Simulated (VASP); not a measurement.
Set up this calculation in VASP 6.6.1, as the native input.

| Property | Result |
| --- | --- |
| Task | single point |
| Functional | PBE |
| Potentials or basis | VASP PAW PBE potentials, release 64 (Ba_sv, Ti_sv, O) |
| Cutoff | 520 eV |
| k mesh | 2 × 2 × 1 |
| Occupations | fermi-dirac, width 0.05 eV |
| Spin | no spin polarisation |
| Dipole correction | no |
| Further INCAR settings | ALGO = Normal; EDIFF = 1e-06; NBANDS = 51 |

The structure of BaTiO3 lies in POSCAR:

```
BaTiO3
1.0
   -3.9998000000      0.0000000000      0.0000000000
    0.0000000000      0.0000000000     -4.0180000000
    0.0000000000     -7.9996000000      0.0000000000
Ba Ti O
2 2 6
Direct
    0.0014435500      0.0230418600      0.5075926300
    0.9985564500      0.9769581400      0.9924073700
    0.4803298900      0.5631888500      0.2357999500
    0.5196701100      0.4728111500      0.7642000500
    0.4938005300      0.9659728700      0.2581500200
    0.5061994700      0.0020271300      0.7418499800
    0.5076103700      0.4993320300      0.5074435600
    0.4923896300      0.4706679700      0.9925564400
    0.0152243000      0.4884056200      0.2711337500
    0.9847757000      0.4815943800      0.7288662500
```

The input as run:

INCAR

```
SYSTEM = BaTiO3
PREC     = Accurate       ! precision mode
ENCUT    = 520            ! plane-wave cutoff, eV
EDIFF    = 1E-6           ! SCF threshold, eV
ISMEAR   = -1             ! smearing method
SIGMA    = 0.05           ! smearing width, eV
LREAL    = .False.        ! projectors in reciprocal space
LASPH    = .True.         ! aspherical terms in the spheres
NELM     = 60             ! most SCF steps
ALGO     = Normal         ! electronic algorithm
ISIF     = 2              ! what is computed and relaxed
LWAVE    = .False.        ! write WAVECAR
LCHARG   = .True.         ! write CHGCAR
GGA      = PE             ! functional
LELF     = .True.         ! ELF
LVHAR    = .True.       
NBANDS   = 51             ! bands
```

KPOINTS

```
Automatic mesh
0
Gamma
  2 2 1
  0 0 0
```

Potentials or basis: VASP PAW PBE potentials, release 64 (Ba_sv, Ti_sv, O).

Command:

```sh
$ cat potpaw_PBE.64/Ba_sv/POTCAR potpaw_PBE.64/Ti_sv/POTCAR potpaw_PBE.64/O/POTCAR > POTCAR
$ mpirun -np 1 vasp_std > vasp.out
```

It gave:

```yaml
Pressure: 13.3 GPa
Largest_force: 5.768 eV/Å
Band_gap_on_the_k_mesh: 1.00 eV, indirect (least direct gap 1.24 eV)
```

Caveat: the k points lie up to 0.79 Å⁻¹ apart; spin-orbit coupling is left out, which moves the levels of the heavy elements; forces of over 1 eV/Å act on the atoms, so gaps and moduli don't describe the material at rest.

Wall time 39 s on 1 thread of Intel(R) Xeon(R) Platinum 8488C (Sapphire Rapids), with other jobs on the host, peak memory 0.22 GiB.
